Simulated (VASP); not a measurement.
# MoS2 (P6_3/mmc) in VASP: notebook

Runs on MoS2. Level: PBE. Tasks: single point.

All numbers are computed with VASP 6.6.1; they aren't measurements. Logs are shortened: lines on timing, memory, paths and dates and some standing lists are left out, and cuts for length are marked.

### 1 The cell of the first run

Symmetry: P6_3/mmc, No. 194, hexagonal system. Conventional cell: a = 3.161 Å, b = 3.161 Å, c = 12.295 Å, α = 90.00°, β = 90.00°, γ = 120.00°. Mo (site symmetry -6m2) has 6 S at 2.37 Å within 3.1 Å. Within 3.1 Å of S (site symmetry 3m) lie 3 Mo at 2.37 Å and 1 S at 3.01 Å.

### 2 Single point, PBE

The input, INCAR:

```
SYSTEM = MoS2
PREC = Accurate ; ENCUT = 520
EDIFF = 1E-7 ; ISMEAR = -1
SIGMA = 0.03 ; LREAL = .False.
LASPH = .True. ; NELM = 100
ALGO = Normal ; ISIF = 2
LWAVE = .False. ; LCHARG = .False.
GGA = PE ; NBANDS = 35
```

The input, KPOINTS:

```
regular mesh
0
Gamma
  10 10 3
  0 0 0
```

The input, POSCAR:

```
MoS2
1.0
    3.1610016016      0.0000000000      0.0000000000
   -1.5805008008      2.7375076884      0.0000000000
    0.0000000000      0.0000000000     12.2950000000
Mo S
2 4
Direct
    0.3333333333      0.6666666667      0.2500000000
    0.6666666667      0.3333333333      0.7500000000
    0.3333333333      0.6666666667      0.6275000000
    0.6666666667      0.3333333333      0.1275000000
    0.3333333333      0.6666666667      0.8725000000
    0.6666666667      0.3333333333      0.3725000000
```

Potentials or basis: VASP PAW PBE potentials, release 64 (Mo_sv, S).

On the command line:

```console
> cat potpaw_PBE.64/Mo_sv/POTCAR potpaw_PBE.64/S/POTCAR > POTCAR
> mpirun -np 1 vasp_std > vasp.out
```

OUTCAR:

```text
SYSTEM = MoS2
   PREC = Accurate
   ENCUT = 520
   EDIFF = 1E-7
   ISMEAR = -1
   LREAL = .False.
   LASPH = .True.
   NELM = 100
   ISIF = 2
   GGA = PE

 ion  position               nearest neighbor table
   1  0.333  0.667  0.250-   4 2.37   6 2.37   4 2.37   6 2.37   4 2.37   6 2.37
   2  0.667  0.333  0.750-   3 2.37   5 2.37   3 2.37   5 2.37   3 2.37   5 2.37
   3  0.333  0.667  0.627-   2 2.37   2 2.37   2 2.37
   4  0.667  0.333  0.127-   1 2.37   1 2.37   1 2.37
   5  0.333  0.667  0.873-   2 2.37   2 2.37   2 2.37
   6  0.667  0.333  0.373-   1 2.37   1 2.37   1 2.37

  LATTYP: Found a hexagonal cell.
 ALAT       =     3.1610016016
 C/A-ratio  =     3.8895899305

  Lattice vectors:

 A1 = (   3.1610016016,   0.0000000000,   0.0000000000)
 A2 = (  -1.5805008008,   2.7375076884,   0.0000000000)
 A3 = (   0.0000000000,   0.0000000000,  12.2950000000)

Analysis of symmetry for initial positions (statically):
=====================================================================
 Subroutine PRICEL returns:
 Original cell was already a primitive cell.

 Routine SETGRP: Setting up the symmetry group for a
 hexagonal supercell.

 Subroutine GETGRP returns: Found 24 space group operations
 (whereof 12 operations were pure point group operations)
 out of a pool of 24 trial point group operations.

The static configuration has the point symmetry D_3d.
 The point group associated with its full space group is D_6h.

Analysis of symmetry for dynamics (positions and initial velocities):
=====================================================================
 Subroutine PRICEL returns:
 Original cell was already a primitive cell.

 Routine SETGRP: Setting up the symmetry group for a
 hexagonal supercell.

 Subroutine GETGRP returns: Found 24 space group operations
 (whereof 12 operations were pure point group operations)
 out of a pool of 24 trial point group operations.

The dynamic configuration has the point symmetry D_3d.
 The point group associated with its full space group is D_6h.

 Subroutine INISYM returns: Found 24 space group operations
 (whereof 12 operations are pure point group operations),
 and found     1 'primitive' translations

----------------------------------------------------------------------------------------

                                     Primitive cell
[... 99 lines left out ...]
   EDIFF  = 0.1E-06   stopping-criterion for ELM
   LREAL  =      F    real-space projection
   EDIFFG = 0.1E-05   stopping-criterion for IOM
   NSW    =      0    number of steps for IOM
   IBRION =     -1    ionic relax: 0-MD 1-quasi-New 2-CG
   NFREE  =      0    steps in history (QN), initial steepest desc. (CG)
   ISIF   =      2    stress and relaxation
   ISYM   =      2    0-nonsym 1-usesym 2-fastsym
   POTIM  = 0.5000    time-step for ionic-motion
   TEBEG  =    0.0;   TEEND  =   0.0 temperature during run
   PSTRESS=    0.0 pullay stress
   NELECT =      52.0000    total number of electrons
   NUPDOWN=      -1.0000    fix difference up-down
   EMIN   =  10.00;   EMAX   =-10.00  energy-range for DOS
   EFERMI =   0.00;   METHOD = LEGACY
   ISMEAR =    -1;   SIGMA  =   0.03  broadening in eV -4-tet -1-fermi 0-gaus
   EFERMI_NEDOS =   21; number of points for ismear=-14 and -15
   IALGO  =     38    algorithm
   IMIX   =      4    mixing-type and parameters
     AMIX     =   0.40;   BMIX     =  1.00
     AMIX_MAG =   1.60;   BMIX_MAG =  1.00
  volume/ion in A,a.u.               =      17.73       119.66
  Fermi-wavevector in a.u.,A,eV,Ry     =   1.289555  2.436905 22.625824  1.662951
  Thomas-Fermi vector in A             =   2.421440
   LORBIT       =      0    0 simple, 1 ext, 2 COOP (PROOUT), +10 PAW based schemes
   GGA     = PE    functional components
   LHFCALC =     F    Hartree Fock is set to
   AEXX    =    0.0000 exact exchange contribution
   IVDW    =     0    specifies the selected vdW correction
   LEPSILON=     F    determine dielectric tensor
   LRPA    =     F    only Hartree local field effects (RPA)
 non-spin polarized calculation
  energy-cutoff  :      520.00
  volume of cell :      106.39
 maximum number of plane-waves:      2882
 NGX is ok and might be reduce to    24
   NGX = 11   NGY = 11   NGZ = 45

 number of electron      51.9999998 magnetization

 Free energy of the ion-electron system (eV)
  ---------------------------------------------------
  ext. energy  EPLUGINS =         0.00000000
  ---------------------------------------------------
  free energy    TOTEN  =       -43.46825084 eV

  energy without entropy =      -43.46825082  energy(sigma->0) =      -43.46825083

 E-fermi :   8.1317     XC(G=0): -10.7813

 val. band max:        7.7359080328   @ k =   0.0000   0.0000   0.0000
 cond. band min:       8.6171229174   @ k =   0.3000   0.3000   0.0000
 fundamental gap:      0.8812148846
 Fermi energy:         8.1317368874

 k-point     1 :       0.0000    0.0000    0.0000
  band No.  band energies     occupation
      1     -53.9109      2.00000
      2     -53.9109      2.00000
      3     -28.0850      2.00000
      4     -28.0849      2.00000
      5     -27.8700      2.00000
      6     -27.8700      2.00000
[... 901 lines left out ...]
     34      11.5304      0.00000
     35      13.5418      0.00000

 [... further k-points ...]

------------------------ aborting loop because EDIFF is reached ----------------------------------------

  FORCE on cell =-STRESS in cart. coord.  units (eV):
  Direction    XX          YY          ZZ          XY          YZ          ZX
  --------------------------------------------------------------------------------------
  -------------------------------------------------------------------------------------
  Total        4.3356835      4.3356835      8.7106788      0.0000000      0.0000000      0.0000000
  in kB       65.2919372     65.2919372    131.1758805      0.0000000      0.0000000      0.0000000
  external PRESSURE =      87.2532516 kB  Pullay stress =       0.0000000 kB

 VOLUME and BASIS-vectors are now :
 -----------------------------------------------------------------------------
  energy-cutoff  :      520.00
  volume of cell :      106.39
      direct lattice vectors                 reciprocal lattice vectors
     3.161001602  0.000000000  0.000000000     0.316355423  0.182647889  0.000000000
    -1.580500801  2.737507688  0.000000000     0.000000000  0.365295778  0.000000000
     0.000000000  0.000000000 12.295000000     0.000000000  0.000000000  0.081333876

 POSITION                                       TOTAL-FORCE (eV/Angst)
 -----------------------------------------------------------------------------------
     -0.00000      1.82501      3.07375        -0.000000     -0.000000      0.000000
      1.58050      0.91250      9.22125         0.000000      0.000000      0.000000
     -0.00000      1.82501      7.71511        -0.000000     -0.000000     -1.196921
      1.58050      0.91250      1.56761         0.000000      0.000000     -1.196921
     -0.00000      1.82501     10.72739        -0.000000      0.000000      1.196921
      1.58050      0.91250      4.57989         0.000000      0.000000      1.196921
 -----------------------------------------------------------------------------------
    total drift:                                0.000000     -0.000000      0.000000

  FREE ENERGIE OF THE ION-ELECTRON SYSTEM (eV)
  ---------------------------------------------------
  free  energy   TOTEN  =       -43.4682508369 eV

  energy  without entropy=      -43.4682508246  energy(sigma->0) =      -43.46825083
```

Wall time 40 s (1 thread of Intel Xeon 6975P-C (Granite Rapids), shared host); peak memory 0.26 GiB.

Results:

* Free energy: -43.4683 eV
* Pressure: 8.7 GPa
* Largest force: 1.197 eV/Å
* Band gap on the k mesh: 0.88 eV, indirect (least direct gap 1.87 eV)

Forces on the atoms (eV/Å):
```
Mo   0.000  0.000  0.000
Mo   0.000  0.000  0.000
S    0.000  0.000 -1.197
S    0.000  0.000 -1.197
S    0.000  0.000  1.197
S    0.000  0.000  1.197
```

Stress tensor (GPa, compression positive):
```
 6.53  0.00  0.00
 0.00  6.53  0.00
 0.00  0.00 13.12
```

Caveat: this functional lacks dispersion, which binds the layers, so the pressure and a relaxed spacing across them are unreliable; forces of over 1 eV/Å act on the atoms, so gaps and moduli don't describe the material at rest. A k mesh can miss the band edges.

### 3 Single point, PBE (volume scaled by 0.96)

The input, INCAR:

```
PREC = Accurate
ENCUT = 520
EDIFF = 1E-7
ISMEAR = -1
SIGMA = 0.03
LREAL = F
LASPH = T
NELM = 100
ALGO = Normal
ISIF = 2
LWAVE = F
LCHARG = F
GGA = PE
NBANDS = 35
```

The input, KPOINTS:

```
regular mesh
0
Gamma
  10 10 3
```

Edit POSCAR of step 2 so:

```diff
@@ -2,5 +2,5 @@
 1.0
-    3.1610016016      0.0000000000      0.0000000000
-   -1.5805008008      2.7375076884      0.0000000000
-    0.0000000000      0.0000000000     12.2950000000
+    3.1182801267      0.0000000000      0.0000000000
+   -1.5591400634      2.7005098059      0.0000000000
+    0.0000000000      0.0000000000     12.1288309816
 Mo S
```

Potentials or basis: VASP PAW PBE potentials, release 64 (Mo_sv, S).

On the command line:

```console
> cat potpaw_PBE.64/Mo_sv/POTCAR potpaw_PBE.64/S/POTCAR > POTCAR
> mpirun -np 1 vasp_std > vasp.out
```

Wall time 58 s (1 thread of Intel Xeon Platinum 8488C (Sapphire Rapids), shared host); peak memory 0.25 GiB.

The run converged. Its results:

```yaml
Free_energy: -43.1355 eV
Pressure: 16.5 GPa
Largest_force: 2.003 eV/Å
Band_gap_on_the_k_mesh: 0.89 eV, indirect (least direct gap 1.98 eV)
```

Forces in eV/Å, atoms in the order of the input:
```
Mo   0.000  0.000  0.000
Mo   0.000  0.000  0.000
S    0.000  0.000 -2.003
S    0.000  0.000 -2.003
S    0.000  0.000  2.003
S    0.000  0.000  2.003
```

Stress tensor (GPa, compression positive):
```
13.95  0.00  0.00
 0.00 13.95  0.00
 0.00  0.00 21.49
```

Levels at points of the mesh, in eV from the valence-band top:
```csv
k point,band 23,band 24,band 25,band 26,band 27,band 28,band 29,band 30
"(0.00, 0.00, 0.00)",-2.69,-1.37,-1.26,0.00,2.03,2.03,2.05,2.05
"(0.50, 0.00, 0.00)",-2.10,-1.94,-1.69,-1.55,1.46,1.50,1.98,2.20
```

Caveat: this functional lacks dispersion, which binds the layers, so the pressure and a relaxed spacing across them are unreliable; forces of over 1 eV/Å act on the atoms, so gaps and moduli don't describe the material at rest. A k mesh can miss the band edges.

(Continued in part 2 of 2.)
